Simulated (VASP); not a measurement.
# Al2GaP3 (P6/mmm) in VASP: single point with PBE

Aim: the single point of Al2GaP3 with PBE.

Everything below comes from runs of VASP 6.6.1. Logs are shortened: lines on timing, memory, paths and dates and some standing lists are left out, and cuts for length are marked.

**1. The cell of the first run**

Symmetry: P6/mmm, No. 191, hexagonal system. Conventional cell: a = 4.945 Å, b = 4.945 Å, c = 4.776 Å, α = 90.00°, β = 90.00°, γ = 120.00°. Within 3.7 Å of Al (site symmetry -6m2) lie 6 P at 2.78 Å and 3 Ga at 2.85 Å and 3 Al at 2.85 Å. Within 3.8 Å of Ga (site symmetry 6/mmm) lie 6 Al at 2.85 Å and 12 P at 3.44 Å. P (site symmetry mmm) has 4 P at 2.47 Å and 4 Al at 2.78 Å within 3.3 Å.

**2. Single point, PBE**

INCAR reads:

```
PREC = Accurate
ENCUT = 520
EDIFF = 1E-6
ISMEAR = 0
SIGMA = 0.1
LREAL = F
LASPH = T
NELM = 60
ALGO = Normal
ISIF = 2
LWAVE = F
LCHARG = F
GGA = PE
NBANDS = 26
```

KPOINTS reads:

```
regular mesh
0
Gamma
  12 12 8
```

POSCAR reads:

```
Al2GaP3
1.0
    4.9445148735      0.0000000000      0.0000000000
   -2.4722574367      4.2820754898      0.0000000000
    0.0000000000      0.0000000000      4.7760511565
Al Ga P
2 1 3
Direct
    0.3333333333      0.6666666667      1.0000028646
    0.6666666667      0.3333333333     -0.0000028646
    0.0000000000      0.0000000000      0.0000000000
    0.5000000000      0.0000000000      0.5000000000
    0.0000000000      0.5000000000      0.5000000000
    0.5000000000      0.5000000000      0.5000000000
```

Potentials or basis: VASP PAW PBE potentials, release 64 (Al, Ga_d, P).

Run with:

```console
> cat potpaw_PBE.64/Al/POTCAR potpaw_PBE.64/Ga_d/POTCAR potpaw_PBE.64/P/POTCAR > POTCAR
> mpirun -np 1 vasp_std > vasp.out
```

OUTCAR:

```text
PREC = Accurate
   ENCUT = 520
   EDIFF = 1E-6
   ISMEAR = 0
   LREAL = F
   LASPH = T
   NELM = 60
   ISIF = 2
   GGA = PE

 ion  position               nearest neighbor table
   1  0.333  0.667  0.000-   4 2.78   5 2.78   6 2.78   4 2.78   5 2.78   6 2.78   3 2.85   2 2.85
                             2 2.85   3 2.85   3 2.85   2 2.85
   2  0.667  0.333  1.000-   4 2.78   5 2.78   6 2.78   4 2.78   5 2.78   6 2.78   3 2.85   1 2.85
                             1 2.85   3 2.85   3 2.85   1 2.85
   3  0.000  0.000  0.000-   1 2.85   2 2.85   1 2.85   2 2.85   2 2.85   1 2.85
   4  0.500  0.000  0.500-   6 2.47   6 2.47   5 2.47   5 2.47   1 2.78   2 2.78   1 2.78   2 2.78

   5  0.000  0.500  0.500-   4 2.47   4 2.47   6 2.47   6 2.47   1 2.78   2 2.78   1 2.78   2 2.78

   6  0.500  0.500  0.500-   4 2.47   4 2.47   5 2.47   5 2.47   1 2.78   2 2.78   1 2.78   2 2.78

  LATTYP: Found a hexagonal cell.
 ALAT       =     4.9445148735
 C/A-ratio  =     0.9659291718

  Lattice vectors:

 A1 = (   4.9445148735,   0.0000000000,   0.0000000000)
 A2 = (  -2.4722574367,   4.2820754898,   0.0000000000)
 A3 = (   0.0000000000,   0.0000000000,   4.7760511565)

Analysis of symmetry for initial positions (statically):
=====================================================================
 Subroutine PRICEL returns:
 Original cell was already a primitive cell.

 Routine SETGRP: Setting up the symmetry group for a
 hexagonal supercell.

 Subroutine GETGRP returns: Found 24 space group operations
 (whereof 24 operations were pure point group operations)
 out of a pool of 24 trial point group operations.

The static configuration has the point symmetry D_6h.

Analysis of symmetry for dynamics (positions and initial velocities):
=====================================================================
 Subroutine PRICEL returns:
 Original cell was already a primitive cell.

 Routine SETGRP: Setting up the symmetry group for a
 hexagonal supercell.

 Subroutine GETGRP returns: Found 24 space group operations
 (whereof 24 operations were pure point group operations)
 out of a pool of 24 trial point group operations.

The dynamic configuration has the point symmetry D_6h.

 Subroutine INISYM returns: Found 24 space group operations
 (whereof 24 operations are pure point group operations),
 and found     1 'primitive' translations

----------------------------------------------------------------------------------------

                                     Primitive cell

  volume of cell :     101.1223

  direct lattice vectors                    reciprocal lattice vectors
     4.944514874  0.000000000  0.000000000     0.202244310  0.116765807  0.000000000
    -2.472257437  4.282075490  0.000000000     0.000000000  0.233531614  0.000000000
     0.000000000  0.000000000  4.776051157     0.000000000  0.000000000  0.209377992

  length of vectors
     4.944514874  4.944514873  4.776051157     0.233531614  0.233531614  0.209377992

  position of ions in fractional coordinates (direct lattice)
     0.333333333  0.666666667  0.000002865
     0.666666667  0.333333333  0.999997135
     0.000000000  0.000000000  0.000000000
     0.500000000  0.000000000  0.500000000
     0.000000000  0.500000000  0.500000000
     0.500000000  0.500000000  0.500000000

  ion indices of the primitive-cell ions
   primitive index   ion index
                 1           1
                 2           2
                 3           3
                 4           4
                 5           5
                 6           6

----------------------------------------------------------------------------------------

 KPOINTS: regular mesh

Automatic generation of k-mesh.
 Grid dimensions read from file:
 generate k-points for:   12   12    8

 Generating k-lattice:

  Cartesian coordinates                     Fractional coordinates (reciprocal lattice)
     0.016853693  0.009730484  0.000000000     0.083333333  0.000000000  0.000000000
     0.000000000  0.019460968  0.000000000     0.000000000  0.083333333  0.000000000
     0.000000000  0.000000000  0.026172249     0.000000000  0.000000000  0.125000000

  Length of vectors
     0.019460968  0.019460968  0.026172249

  Shift w.r.t. Gamma in fractional coordinates (k-lattice)
     0.000000000  0.000000000  0.000000000

 Subroutine IBZKPT returns following result:
 ===========================================

 Found     95 irreducible k-points:

 Following reciprocal coordinates:
            Coordinates               Weight
  0.000000  0.000000  0.000000      1.000000
  0.083333 -0.000000  0.000000      6.000000
  0.166667  0.000000  0.000000      6.000000
  0.250000 -0.000000  0.000000      6.000000
  0.333333 -0.000000  0.000000      6.000000
  0.416667  0.000000  0.000000      6.000000
[... 16 lines left out ...]
  0.250000 -0.000000  0.125000     12.000000
  0.333333 -0.000000  0.125000     12.000000
 [... further k-points ...]
   k-points           NKPTS =     95   k-points in BZ     NKDIM =     95   number of bands    NBANDS=     26
   number of dos      NEDOS =    301   number of ions     NIONS =      6
   total plane-waves  NPLWV =  57600
   dimension x,y,z NGX =    40 NGY =   40 NGZ =   36
   dimension x,y,z NGXF=    80 NGYF=   80 NGZF=   72
   ions per type =               2   1   3
   NGX,Y,Z   is equivalent  to a cutoff of  13.45, 13.45, 12.53 a.u.
   NGXF,Y,Z  is equivalent  to a cutoff of  26.90, 26.90, 25.06 a.u.
 SYSTEM =  unknown system
   PREC   = accura    normal or accurate (medium, high low for compatibility)
   ISTART =      0    job   : 0-new  1-cont  2-samecut
   ICHARG =      2    charge: 1-file 2-atom 10-const
   ISPIN  =      1    spin polarized calculation?
   LNONCOLLINEAR =      F non collinear calculations
   LSORBIT =      F    spin-orbit coupling
   LASPH  =      T    aspherical Exc in radial PAW
   ENCUT  =  520.0 eV  38.22 Ry    6.18 a.u.   9.19  9.19  8.88*2*pi/ulx,y,z
   NELM   =     60;   NELMIN=  2; NELMDL= -5     # of ELM steps
   EDIFF  = 0.1E-05   stopping-criterion for ELM
   LREAL  =      F    real-space projection
   EDIFFG = 0.1E-04   stopping-criterion for IOM
   NSW    =      0    number of steps for IOM
   IBRION =     -1    ionic relax: 0-MD 1-quasi-New 2-CG
   NFREE  =      0    steps in history (QN), initial steepest desc. (CG)
   ISIF   =      2    stress and relaxation
   ISYM   =      2    0-nonsym 1-usesym 2-fastsym
   POTIM  = 0.5000    time-step for ionic-motion
   TEBEG  =    0.0;   TEEND  =   0.0 temperature during run
   PSTRESS=    0.0 pullay stress
   NELECT =      34.0000    total number of electrons
   NUPDOWN=      -1.0000    fix difference up-down
   EMIN   =  10.00;   EMAX   =-10.00  energy-range for DOS
   EFERMI =   0.00;   METHOD = LEGACY
   ISMEAR =     0;   SIGMA  =   0.10  broadening in eV -4-tet -1-fermi 0-gaus
   EFERMI_NEDOS =   21; number of points for ismear=-14 and -15
   IALGO  =     38    algorithm
   IMIX   =      4    mixing-type and parameters
     AMIX     =   0.40;   BMIX     =  1.00
     AMIX_MAG =   1.60;   BMIX_MAG =  1.00
  volume/ion in A,a.u.               =      16.85       113.73
  Fermi-wavevector in a.u.,A,eV,Ry     =   1.138375  2.151217 17.631768  1.295898
  Thomas-Fermi vector in A             =   2.275080
   LORBIT       =      0    0 simple, 1 ext, 2 COOP (PROOUT), +10 PAW based schemes
   GGA     = PE    functional components
   LHFCALC =     F    Hartree Fock is set to
   AEXX    =    0.0000 exact exchange contribution
   IVDW    =     0    specifies the selected vdW correction
   LEPSILON=     F    determine dielectric tensor
   LRPA    =     F    only Hartree local field effects (RPA)
 non-spin polarized calculation
 Gauss-broadening in eV      SIGMA  =   0.10
  energy-cutoff  :      520.00
  volume of cell :      101.12
 maximum number of plane-waves:      2754
 NGX is ok and might be reduce to    40
   NGX = 19   NGY = 19   NGZ = 17

 number of electron      34.0000001 magnetization

 Free energy of the ion-electron system (eV)
  ---------------------------------------------------
  ext. energy  EPLUGINS =         0.00000000
  ---------------------------------------------------
  free energy    TOTEN  =       -25.12054176 eV

  energy without entropy =      -25.10904941  energy(sigma->0) =      -25.11479559

 E-fermi :   7.6276     XC(G=0): -10.5609

 val. band max:        7.6231791166   @ k =   0.5000  -0.0000   0.5000
 cond. band min:       7.6568574029   @ k =   0.3333  -0.0000   0.1250
 fundamental gap:      0.0336782863
 Fermi energy:         7.6275533718

 k-point     1 :       0.0000    0.0000    0.0000
  band No.  band energies     occupation
      1      -7.3882      2.00000
      2      -7.3415      2.00000
      3      -7.3415      2.00000
      4      -7.3047      2.00000
      5      -7.3047      2.00000
      6      -7.1068      2.00000
[... 18 lines left out ...]
     25      12.2606      0.00000
     26      12.2606      0.00000

 k-point     2 :       0.0833   -0.0000    0.0000
  band No.  band energies     occupation
      1      -7.3875      2.00000
      2      -7.3418      2.00000
      3      -7.3416      2.00000
      4      -7.3050      2.00000
      5      -7.3041      2.00000
      6      -7.0610      2.00000
[... 18 lines left out ...]
     25      12.3888      0.00000
     26      12.8801      0.00000

 k-point     3 :       0.1667    0.0000    0.0000
  band No.  band energies     occupation
      1      -7.3859      2.00000
      2      -7.3425      2.00000
      3      -7.3418      2.00000
      4      -7.3059      2.00000
      5      -7.3025      2.00000
      6      -6.9245      2.00000
[... 572 lines left out ...]
 k-point    23 :       0.2500   -0.0000    0.1250
  band No.  band energies     occupation
      1      -7.3836      2.00000
      2      -7.3460      2.00000
      3      -7.3425      2.00000
      4      -7.3067      2.00000
      5      -7.3001      2.00000
      6      -6.6566      2.00000
[... 18 lines left out ...]
     25      12.7722      0.00000
     26      13.4910      0.00000

 k-point    24 :       0.3333   -0.0000    0.1250
  band No.  band energies     occupation
      1      -7.3820      2.00000
      2      -7.3473      2.00000
      3      -7.3428      2.00000
      4      -7.3079      2.00000
      5      -7.2979      2.00000
      6      -6.3619      2.00000
[... 18 lines left out ...]
     25      13.8175      0.00000
     26      14.3679      0.00000

 [... further k-points ...]
[... 5 lines left out ...]
  --------------------------------------------------------------------------------------
  -------------------------------------------------------------------------------------
  Total       -0.0604828     -0.0604828     -0.0350758     -0.0000000     -0.0000000      0.0000000
  in kB       -0.9582873     -0.9582873     -0.5557391     -0.0000000     -0.0000000      0.0000000
  external PRESSURE =      -0.8241046 kB  Pullay stress =       0.0000000 kB

 VOLUME and BASIS-vectors are now :
 -----------------------------------------------------------------------------
  energy-cutoff  :      520.00
  volume of cell :      101.12
      direct lattice vectors                 reciprocal lattice vectors
     4.944514874  0.000000000  0.000000000     0.202244310  0.116765807  0.000000000
    -2.472257437  4.282075490  0.000000000     0.000000000  0.233531614  0.000000000
     0.000000000  0.000000000  4.776051157     0.000000000  0.000000000  0.209377992

 POSITION                                       TOTAL-FORCE (eV/Angst)
 -----------------------------------------------------------------------------------
     -0.00000      2.85472      0.00001         0.000000      0.000000      0.000000
      2.47226      1.42736      4.77604        -0.000000      0.000000     -0.000000
      0.00000      0.00000      0.00000         0.000000      0.000000      0.000000
      2.47226      0.00000      2.38803         0.000000      0.000000      0.000000
     -1.23613      2.14104      2.38803         0.000000      0.000000      0.000000
      1.23613      2.14104      2.38803         0.000000      0.000000      0.000000
 -----------------------------------------------------------------------------------
    total drift:                                0.000000      0.000000     -0.000000

  FREE ENERGIE OF THE ION-ELECTRON SYSTEM (eV)
  ---------------------------------------------------
  free  energy   TOTEN  =       -25.1205417625 eV

  energy  without entropy=      -25.1090494093  energy(sigma->0) =      -25.11479559
```

Run time: 3.4 min. Hardware: 1 thread of Intel Xeon 6975P-C (Granite Rapids), shared host; peak memory 0.38 GiB.

Results:

```yaml
Free_energy: -25.1205 eV
Pressure: -0.1 GPa
Band_gap_on_the_k_mesh: zero (band 17 reaches 8.69 eV, above the bottom of band 18 at 6.22 eV)
```
